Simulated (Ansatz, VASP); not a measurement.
**CdO2 in VASP and in Ansatz**

```
CELL_PARAMETERS angstrom
3.47623 0.00000 0.00000
-1.73811 3.01050 0.00000
0.00000 0.00000 4.14808
ATOMIC_POSITIONS crystal
Cd 0.00000 0.00000 0.00000
O 0.66667 0.33333 0.75578
O 0.33333 0.66667 0.24422
```

Alike in both runs: task single point; functional PBEsol; k mesh 9 × 9 × 7; occupations fermi-dirac, width 0.1 eV; no spin polarisation.

```csv
,VASP,Ansatz
version,VASP 6.6.1,Ansatz 0.2.0
potentials or method,"VASP PAW PBE potentials, release 64 (Cd, O)","plane waves, PAW"
plane-wave cutoff (eV),600,420
valence electrons in the cell,24,32
```

```csv
,VASP,Ansatz,Ansatz less VASP
pressure (GPa),-9.1,-10.2,-1.17
"traceless stress, the component that is largest in VASP (GPa)",0.88,1.55,+0.671
rms of the force components (eV/Å),0.110,0.164,+0.0534
```

VASP's potentials were made for PBE, not for PBEsol. Atom by atom the forces differ by 0.053 eV/Å (rms over components). The functional is the same, so the differences come from potentials, cutoffs and numerics. VASP's potentials hold 24 valence electrons a cell and Ansatz's 32, so a difference there can come from the potentials and not from the codes.
